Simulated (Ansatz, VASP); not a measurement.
**One calculation of AlN, two programs**

```
CELL_PARAMETERS angstrom
0.00000 1.97800 1.97800
1.97800 0.00000 1.97800
1.97800 1.97800 0.00000
ATOMIC_POSITIONS crystal
Al 0.00000 0.00000 0.00000
N 0.50000 0.50000 0.50000
```

Alike in both runs: task single point; functional revPBE; k mesh 10 × 10 × 10; occupations gaussian, width 0.05 eV; no spin polarisation.

```csv
,VASP,Ansatz
version,VASP 6.6.1,Ansatz 0.2.0
potentials or method,"VASP PAW PBE potentials, release 64 (Al, N), cutoff 520 eV","scalar-relativistic, plane waves, PAW"
valence electrons in the cell,8,8
```

```tsv
	VASP	Ansatz	Ansatz less VASP
gap on the k mesh at the Fermi level (eV)	5.18	5.19	+0.003
least direct gap on the mesh (eV)	6.67	6.65	-0.022
```

VASP's potentials were made for PBE, not for revPBE.
